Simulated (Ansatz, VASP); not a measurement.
**SnTe: VASP beside Ansatz**

File INCAR:

```
SYSTEM = SnTe
  ALGO = Normal
  EDIFF = 1E-6
  ENCUT = 520
  GGA = PS
  ISIF = 2
  ISMEAR = 0
  LASPH = .TRUE.
  LCHARG = .FALSE.
  LREAL = .FALSE.
  LWAVE = .FALSE.
  NBANDS = 17
  NELM = 60
  PREC = Accurate
  SIGMA = 0.05
```

File KPOINTS:

```
k-points
0
G
  7 7 7
  0 0 0
```

Contents of POSCAR:

```
SnTe
1.0
    0.0000000000      3.1508500000      3.1508500000
    3.1508500000      0.0000000000      3.1508500000
    3.1508500000      3.1508500000      0.0000000000
Te Sn
1 1
Direct
    0.5000000000      0.5000000000      0.5000000000
    0.0000000000      0.0000000000      0.0000000000
```

File input.yaml:

```yaml
crystal:
  lattice:
    - [0.0, 3.15085, 3.15085]
    - [3.15085, 0.0, 3.15085]
    - [3.15085, 3.15085, 0.0]
  atoms:
    - { symbol: Te, position: [0.5, 0.5, 0.5] }
    - { symbol: Sn, position: [0.0, 0.0, 0.0] }
kpoints:
  mp_grid: { grid: [7, 7, 7] }
scf:
  occupations: { method: gaussian, width: 0.05 }
hamiltonian:
  xc: pbesol
  pseudopotentials: { kind: all_electron, lapw: { basis_error: 0.001 } }
output:
  forces: true
  stress: true
  eigenvalues: true
```

Alike in both runs: task single point; functional PBEsol; k mesh 7 × 7 × 7; occupations gaussian, width 0.05 eV; no spin polarisation.

|  | VASP | Ansatz |
| --- | --- | --- |
| version | VASP 6.6.1 | Ansatz 0.2.0 |
| potentials or method | VASP PAW PBE potentials, release 64 (Te, Sn_d), cutoff 520 eV | all-electron LAPW, scalar-relativistic |

```tsv
	VASP	Ansatz	Ansatz less VASP
pressure (GPa)	-0.4	-0.4	+0.03
```

VASP's potentials were made for PBE, not for PBEsol. Ansatz ran all-electron here, and VASP with PAW potentials.

Neither program's run includes spin-orbit coupling.
